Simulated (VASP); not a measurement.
# Si2C (P-6m2) in VASP: notebook

Si2C is run at these levels: PBE; tasks: single point, relaxation of cell and atoms.

Program: VASP 6.6.1. These are calculated values, not measurements. Logs are shortened: lines on timing, memory, paths and dates and some standing lists are left out, and cuts for length are marked.

## Step 1: The cell of the first run

The structure is hexagonal, space group P-6m2 (No. 187). The conventional cell has a = 2.865 Å, b = 2.865 Å, c = 4.880 Å, α = 90.00°, β = 90.00°, γ = 120.00°. Si (site symmetry 3m) has 3 C at 2.05 Å and 2 Si at 2.42 to 2.46 Å within 2.7 Å. Within 2.7 Å of C (site symmetry -6m2) lie 6 Si at 2.05 Å.

## Step 2: Single point, PBE (atoms taken out)

The input, INCAR:

```
PREC = Accurate ; ENCUT = 520
EDIFF = 1E-6 ; ISMEAR = 0
SIGMA = 0.1 ; LREAL = F
LASPH = T ; NELM = 100
ALGO = Normal ; ISIF = 2
LWAVE = F ; LCHARG = F
GGA = PE ; NBANDS = 13
```

The input, KPOINTS:

```
regular mesh
0
Gamma
  6 6 4
```

The input, POSCAR:

```
Si2C
1.0
    2.8650659403      0.0000000000      0.0000000000
   -1.4325329702      2.4812198878      0.0000000000
    0.0000000000      0.0000000000      4.8801827030
Si C
2 1
Direct
    0.0000000000      0.0000000000      0.7523925344
    0.0000000000      0.0000000000      0.2476074656
    0.3333333333      0.6666666667      0.0000000000
```

Potentials or basis: VASP PAW PBE potentials, release 64 (Si, C).

Started as:

```bash
cat potpaw_PBE.64/Si/POTCAR potpaw_PBE.64/C/POTCAR > POTCAR
mpirun -np 1 vasp_std > vasp.out
```

OUTCAR:

```text
PREC = Accurate
   ENCUT = 520
   EDIFF = 1E-6
   ISMEAR = 0
   LREAL = F
   LASPH = T
   NELM = 100
   ISIF = 2
   GGA = PE

 ion  position               nearest neighbor table
   1  0.000  0.000  0.752-   3 2.05   3 2.05   3 2.05   2 2.42   2 2.46
   2  0.000  0.000  0.248-   3 2.05   3 2.05   3 2.05   1 2.42   1 2.46
   3  0.333  0.667  0.000-   1 2.05   2 2.05   1 2.05   2 2.05   1 2.05   2 2.05

  LATTYP: Found a hexagonal cell.
 ALAT       =     2.8650659403
 C/A-ratio  =     1.7033404482

  Lattice vectors:

 A1 = (   2.8650659403,   0.0000000000,   0.0000000000)
 A2 = (  -1.4325329702,   2.4812198878,   0.0000000000)
 A3 = (   0.0000000000,   0.0000000000,   4.8801827030)

Analysis of symmetry for initial positions (statically):
=====================================================================
 Subroutine PRICEL returns:
 Original cell was already a primitive cell.

 Routine SETGRP: Setting up the symmetry group for a
 hexagonal supercell.

 Subroutine GETGRP returns: Found 12 space group operations
 (whereof 12 operations were pure point group operations)
 out of a pool of 24 trial point group operations.

The static configuration has the point symmetry D_3h.

Analysis of symmetry for dynamics (positions and initial velocities):
=====================================================================
 Subroutine PRICEL returns:
 Original cell was already a primitive cell.

 Routine SETGRP: Setting up the symmetry group for a
 hexagonal supercell.

 Subroutine GETGRP returns: Found 12 space group operations
 (whereof 12 operations were pure point group operations)
 out of a pool of 24 trial point group operations.

The dynamic configuration has the point symmetry D_3h.

 Subroutine INISYM returns: Found 12 space group operations
 (whereof 12 operations are pure point group operations),
 and found     1 'primitive' translations

----------------------------------------------------------------------------------------

                                     Primitive cell

  volume of cell :      34.6925

  direct lattice vectors                    reciprocal lattice vectors
     2.865065940  0.000000000  0.000000000     0.349032106  0.201513781  0.000000000
    -1.432532970  2.481219888  0.000000000     0.000000000  0.403027561  0.000000000
     0.000000000  0.000000000  4.880182703     0.000000000  0.000000000  0.204910361

  length of vectors
     2.865065940  2.865065940  4.880182703     0.403027561  0.403027561  0.204910361

  position of ions in fractional coordinates (direct lattice)
     0.000000000  0.000000000  0.752392534
     0.000000000  0.000000000  0.247607466
     0.333333333  0.666666667  0.000000000

  ion indices of the primitive-cell ions
   primitive index   ion index
                 1           1
                 2           2
                 3           3

----------------------------------------------------------------------------------------

 KPOINTS: regular mesh

Automatic generation of k-mesh.
 Grid dimensions read from file:
 generate k-points for:    6    6    4

 Generating k-lattice:

  Cartesian coordinates                     Fractional coordinates (reciprocal lattice)
     0.058172018  0.033585630  0.000000000     0.166666667  0.000000000  0.000000000
     0.000000000  0.067171260  0.000000000     0.000000000  0.166666667  0.000000000
     0.000000000  0.000000000  0.051227590     0.000000000  0.000000000  0.250000000

  Length of vectors
     0.067171260  0.067171260  0.051227590

  Shift w.r.t. Gamma in fractional coordinates (k-lattice)
     0.000000000  0.000000000  0.000000000

 Subroutine IBZKPT returns following result:
 ===========================================

 Found     21 irreducible k-points:

 Following reciprocal coordinates:
            Coordinates               Weight
  0.000000  0.000000  0.000000      1.000000
  0.166667 -0.000000  0.000000      6.000000
  0.333333 -0.000000  0.000000      6.000000
  0.500000 -0.000000  0.000000      3.000000
  0.166667  0.166667  0.000000      6.000000
  0.333333  0.166667  0.000000     12.000000
[... 13 lines left out ...]
  0.333333  0.166667  0.500000     12.000000
  0.333333  0.333333  0.500000      2.000000
   k-points           NKPTS =     21   k-points in BZ     NKDIM =     21   number of bands    NBANDS=     13
   number of dos      NEDOS =    301   number of ions     NIONS =      3
   total plane-waves  NPLWV =  20736
   dimension x,y,z NGX =    24 NGY =   24 NGZ =   36
   dimension x,y,z NGXF=    48 NGYF=   48 NGZF=   72
   ions per type =               2   1
   NGX,Y,Z   is equivalent  to a cutoff of  13.93, 13.93, 12.26 a.u.
   NGXF,Y,Z  is equivalent  to a cutoff of  27.85, 27.85, 24.53 a.u.
 SYSTEM =  unknown system
   PREC   = accura    normal or accurate (medium, high low for compatibility)
   ISTART =      0    job   : 0-new  1-cont  2-samecut
   ICHARG =      2    charge: 1-file 2-atom 10-const
   ISPIN  =      1    spin polarized calculation?
   LNONCOLLINEAR =      F non collinear calculations
   LSORBIT =      F    spin-orbit coupling
   LASPH  =      T    aspherical Exc in radial PAW
   ENCUT  =  520.0 eV  38.22 Ry    6.18 a.u.   5.33  5.33  9.07*2*pi/ulx,y,z
   NELM   =    100;   NELMIN=  2; NELMDL= -5     # of ELM steps
   EDIFF  = 0.1E-05   stopping-criterion for ELM
   LREAL  =      F    real-space projection
   EDIFFG = 0.1E-04   stopping-criterion for IOM
   NSW    =      0    number of steps for IOM
   IBRION =     -1    ionic relax: 0-MD 1-quasi-New 2-CG
   NFREE  =      0    steps in history (QN), initial steepest desc. (CG)
   ISIF   =      2    stress and relaxation
   ISYM   =      2    0-nonsym 1-usesym 2-fastsym
   POTIM  = 0.5000    time-step for ionic-motion
   TEBEG  =    0.0;   TEEND  =   0.0 temperature during run
   PSTRESS=    0.0 pullay stress
   NELECT =      12.0000    total number of electrons
   NUPDOWN=      -1.0000    fix difference up-down
   EMIN   =  10.00;   EMAX   =-10.00  energy-range for DOS
   EFERMI =   0.00;   METHOD = LEGACY
   ISMEAR =     0;   SIGMA  =   0.10  broadening in eV -4-tet -1-fermi 0-gaus
   EFERMI_NEDOS =   21; number of points for ismear=-14 and -15
   IALGO  =     38    algorithm
   IMIX   =      4    mixing-type and parameters
     AMIX     =   0.40;   BMIX     =  1.00
     AMIX_MAG =   1.60;   BMIX_MAG =  1.00
  volume/ion in A,a.u.               =      11.56        78.04
  Fermi-wavevector in a.u.,A,eV,Ry     =   1.149185  2.171645 17.968208  1.320626
  Thomas-Fermi vector in A             =   2.285856
   LORBIT       =      0    0 simple, 1 ext, 2 COOP (PROOUT), +10 PAW based schemes
   GGA     = PE    functional components
   LHFCALC =     F    Hartree Fock is set to
   AEXX    =    0.0000 exact exchange contribution
   IVDW    =     0    specifies the selected vdW correction
   LEPSILON=     F    determine dielectric tensor
   LRPA    =     F    only Hartree local field effects (RPA)
 non-spin polarized calculation
 Gauss-broadening in eV      SIGMA  =   0.10
  energy-cutoff  :      520.00
  volume of cell :       34.69
 maximum number of plane-waves:       944
 NGX is ok and might be reduce to    24
   NGX = 11   NGY = 11   NGZ = 19

 number of electron      12.0000000 magnetization

 Free energy of the ion-electron system (eV)
  ---------------------------------------------------
  ext. energy  EPLUGINS =         0.00000000
  ---------------------------------------------------
  free energy    TOTEN  =       -17.67431459 eV

  energy without entropy =      -17.66518897  energy(sigma->0) =      -17.66975178

 E-fermi :  10.2428     XC(G=0): -11.4391

 val. band max:       10.1068428139   @ k =   0.3333   0.3333   0.0000
 cond. band min:      10.3067623108   @ k =   0.1667   0.1667   0.2500
 fundamental gap:      0.1999194969
 Fermi energy:        10.2427617661

 k-point     1 :       0.0000    0.0000    0.0000
  band No.  band energies     occupation
      1      -7.1545      2.00000
      2      -0.3504      2.00000
      3       1.1161      2.00000
      4       9.0326      2.00000
      5       9.0326      2.00000
      6      13.5448      0.00000
      7      15.2593      0.00000
      8      16.4610      0.00000
      9      16.4610      0.00000
     10      17.0476      0.00000
     11      19.6167      0.00000
     12      19.6167      0.00000
     13      21.4661      0.00000

 k-point     2 :       0.1667   -0.0000    0.0000
  band No.  band energies     occupation
      1      -6.5761      2.00000
      2       0.2484      2.00000
      3       1.6777      2.00000
      4       6.3962      2.00000
      5       8.2564      2.00000
      6      12.9613      0.00000
      7      13.6704      0.00000
      8      16.3759      0.00000
      9      16.6993      0.00000
     10      17.0884      0.00000
     11      17.9196      0.00000
     12      18.2853      0.00000
     13      19.5409      0.00000

 k-point     3 :       0.3333   -0.0000    0.0000
  band No.  band energies     occupation
      1      -4.8952      2.00000
      2       1.9526      2.00000
      3       2.0009      2.00000
      4       3.5636      2.00000
      5       7.1393      2.00000
      6       9.6689      2.00000
      7      10.4516      0.00314
      8      13.6702      0.00000
      9      15.7212      0.00000
     10      16.3621      0.00000
     11      16.6669      0.00000
     12      19.0817      0.00000
     13      20.5065      0.00000

 k-point     4 :       0.5000   -0.0000    0.0000
  band No.  band energies     occupation
      1      -2.9707      2.00000
      2      -0.7440      2.00000
      3       3.6775      2.00000
      4       5.2843      2.00000
      5       6.6975      2.00000
      6       7.0417      2.00000
      7       7.8457      2.00000
      8      12.7661      0.00000
      9      15.7320      0.00000
     10      15.8273      0.00000
     11      16.2813      0.00000
     12      19.1225      0.00000
     13      21.3156      0.00000

 k-point     5 :       0.1667    0.1667    0.0000
  band No.  band energies     occupation
      1      -5.4422      2.00000
      2       1.4068      2.00000
      3       2.6497      2.00000
      4       4.0449      2.00000
      5       6.0646      2.00000
      6      11.2430      0.00000
      7      12.4415      0.00000
      8      14.0519      0.00000
      9      14.4920      0.00000
     10      16.9433      0.00000
     11      17.0701      0.00000
     12      18.2927      0.00000
     13      20.1528      0.00000
[... 209 lines left out ...]
 k-point    19 :       0.1667    0.1667    0.5000
  band No.  band energies     occupation
      1      -5.1843      2.00000
      2      -0.7214      2.00000
      3       3.9718      2.00000
      4       6.1903      2.00000
      5       6.7517      2.00000
      6       9.5576      2.00000
      7      11.2800      0.00000
      8      12.0118      0.00000
      9      15.5952      0.00000
     10      17.6952      0.00000
     11      17.8398      0.00000
     12      19.0662      0.00000
     13      20.8503      0.00000

 k-point    20 :       0.3333    0.1667    0.5000
  band No.  band energies     occupation
      1      -3.1627      2.00000
      2       0.7843      2.00000
      3       1.6259      2.00000
      4       4.6616      2.00000
      5       5.1078      2.00000
      6       8.9040      2.00000
      7      11.7538      0.00000
      8      12.1360      0.00000
      9      14.4808      0.00000
     10      15.1700      0.00000
     11      16.6005      0.00000
     12      18.4491      0.00000
     13      20.3627      0.00000

 k-point    21 :       0.3333    0.3333    0.5000
  band No.  band energies     occupation
      1      -1.8127      2.00000
      2       0.1908      2.00000
      3       2.5385      2.00000
      4       3.6968      2.00000
      5       4.2183      2.00000
      6       6.6678      2.00000
      7      12.9285      0.00000
      8      14.1029      0.00000
      9      14.2901      0.00000
     10      14.5820      0.00000
     11      14.8257      0.00000
     12      18.4025      0.00000
     13      19.4518      0.00000

------------------------ aborting loop because EDIFF is reached ----------------------------------------

  FORCE on cell =-STRESS in cart. coord.  units (eV):
  Direction    XX          YY          ZZ          XY          YZ          ZX
  --------------------------------------------------------------------------------------
  -------------------------------------------------------------------------------------
  Total        0.0778260      0.0778260     -0.0445734     -0.0000000      0.0000000     -0.0000000
  in kB        3.5941752      3.5941752     -2.0584978     -0.0000000      0.0000000     -0.0000000
  external PRESSURE =       1.7099509 kB  Pullay stress =       0.0000000 kB

 VOLUME and BASIS-vectors are now :
 -----------------------------------------------------------------------------
  energy-cutoff  :      520.00
  volume of cell :       34.69
      direct lattice vectors                 reciprocal lattice vectors
     2.865065940  0.000000000  0.000000000     0.349032106  0.201513781  0.000000000
    -1.432532970  2.481219888  0.000000000     0.000000000  0.403027561  0.000000000
     0.000000000  0.000000000  4.880182703     0.000000000  0.000000000  0.204910361

 POSITION                                       TOTAL-FORCE (eV/Angst)
 -----------------------------------------------------------------------------------
      0.00000      0.00000      3.67181         0.000000      0.000000     -0.003411
      0.00000      0.00000      1.20837         0.000000     -0.000000      0.003411
     -0.00000      1.65415      0.00000        -0.000000     -0.000000      0.000000
 -----------------------------------------------------------------------------------
    total drift:                                0.000000     -0.000000     -0.000000

  FREE ENERGIE OF THE ION-ELECTRON SYSTEM (eV)
  ---------------------------------------------------
  free  energy   TOTEN  =       -17.6743145863 eV

  energy  without entropy=      -17.6651889672  energy(sigma->0) =      -17.66975178
```

Run time: 18 s. Hardware: 1 thread of Intel Xeon 8259CL, shared host; peak memory 0.15 GiB.

Results:

```yaml
Free_energy: -17.6743 eV
Pressure: 0.2 GPa
Largest_force: 0.003 eV/Å
Band_gap_on_the_k_mesh: zero (bands 6 and 7 overlap by 5.70 eV)
```

Forces on the atoms (eV/Å):
```
Si   0.000  0.000 -0.003
Si   0.000  0.000  0.003
C    0.000  0.000  0.000
```

Caveat: the k points lie up to 0.42 Å⁻¹ apart, too coarse for converged energies and pressures of a metal; the cell differs from its parent crystal (atoms taken out).

## Step 3: Single point, PBE (atoms taken out)

The input, INCAR:

```
SYSTEM = Si2C
ALGO     = Normal         ! electronic algorithm
EDIFF    = 1E-6           ! SCF threshold, eV
ENCUT    = 520            ! plane-wave cutoff, eV
GGA      = PE             ! functional
ISIF     = 2              ! what is computed and relaxed
ISMEAR   = 0              ! smearing method
LASPH    = .True.         ! aspherical terms in the spheres
LCHARG   = .True.         ! write CHGCAR
LELF     = .True.         ! ELF
LREAL    = .False.        ! projectors in reciprocal space
LVHAR    = .True.       
LWAVE    = .False.        ! write WAVECAR
NBANDS   = 13             ! bands
NELM     = 100            ! most SCF steps
PREC     = Accurate       ! precision mode
SIGMA    = 0.1            ! smearing width, eV
```

The input, KPOINTS:

```
k-points
0
Gamma
  6 6 4
  0 0 0
```

The input, POSCAR:

```
Si2C
1.0
    2.7522599400      0.0000000000      0.0000000000
   -1.3761299700      2.3835270300      0.0000000000
    0.0000000000      0.0000000000      5.3944294900
Si C
2 1
Direct
    0.0000000000      0.0000000000      0.7500000000
    0.0000000000      0.0000000000      0.2500000000
    0.3333333300      0.6666666700      0.0000000000
```

Potentials or basis: VASP PAW PBE potentials, release 64 (Si, C).

Started as:

```bash
cat potpaw_PBE.64/Si/POTCAR potpaw_PBE.64/C/POTCAR > POTCAR
mpirun -np 1 vasp_std > vasp.out
```

Wall time 16 s (1 thread of Intel Xeon 8259CL, shared host); peak memory 0.14 GiB.

The run converged. Its results:

```yaml
Free_energy: -17.1056 eV
Pressure: -2.2 GPa
Largest_force: 1.466 eV/Å
Band_gap_on_the_k_mesh: zero (bands 6 and 7 overlap by 2.99 eV)
```

Forces in eV/Å, atoms in the order of the input:
```
Si   0.000  0.000  1.466
Si   0.000  0.000 -1.466
C    0.000  0.000  0.000
```

Stress tensor (GPa, compression positive):
```
  9.26   0.00   0.00
  0.00   9.26   0.00
  0.00   0.00 -25.00
```

Levels at points of the mesh, in eV from the Fermi level:
| k point | band 4 | band 5 | band 6 | band 7 | band 8 | band 9 |
| --- | --- | --- | --- | --- | --- | --- |
| (0.00, 0.00, 0.00) | 0.79 | 0.79 | 1.10 | 4.87 | 8.25 | 8.65 |
| (0.50, 0.00, 0.00) | -3.93 | -3.63 | -2.21 | -1.68 | 4.50 | 4.64 |
| (0.00, 0.00, 0.50) | -4.43 | 0.81 | 0.81 | 8.23 | 8.92 | 9.25 |
| (0.50, 0.00, 0.50) | -5.90 | -1.64 | -0.05 | 0.90 | 1.21 | 3.33 |

Caveat: the k points lie up to 0.44 Å⁻¹ apart, too coarse for converged energies and pressures of a metal; the cell differs from its parent crystal (atoms taken out); forces of over 1 eV/Å act on the atoms, so gaps and moduli don't describe the material at rest.

[end of part 1 of 2]

The gap in the log of VASP goes by the Fermi energy; the results here count the filled bands.